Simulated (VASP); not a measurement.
A run of VASP 6.6.1 is set up as follows.

File INCAR:

```
SYSTEM = Tc
PREC = Accurate
ENCUT = 600
EDIFF = 1E-6
ISMEAR = -1
SIGMA = 0.05
LREAL = .FALSE.
LASPH = .TRUE.
NELM = 60
ALGO = Normal
ISIF = 3
LWAVE = .FALSE.
LCHARG = .FALSE.
GGA = PE
IBRION = 2
NSW = 80
EDIFFG = -0.01
PSTRESS = 50.0
```

Contents of KPOINTS:

```
regular mesh
0
G
  8 8 8
  0 0 0
```

POSCAR

```
Tc
1.0
    2.5100000000      0.0000000000      0.0000000000
    0.0000000000      2.5100000000      0.0000000000
    0.0000000000      0.0000000000      2.5100000000
Tc
1
Direct
    0.0000000000      0.0000000000      0.0000000000
```

Potentials or basis: VASP PAW PBE potentials, release 64 (Tc_pv).

The run is started by

```bash
$ cat potpaw_PBE.64/Tc_pv/POTCAR > POTCAR
$ mpirun -np 1 vasp_std > vasp.out
```

(1) What does it give for the space group after relaxing (to 0.05 Å)?

(2) What does it give for the relaxed volume?

Results:

(1) Pm-3m (No. 221).

(2) 15.89 Å³/atom.

Caveat: the cell is relaxed towards a set pressure, so the enthalpy falls and the energy may rise.
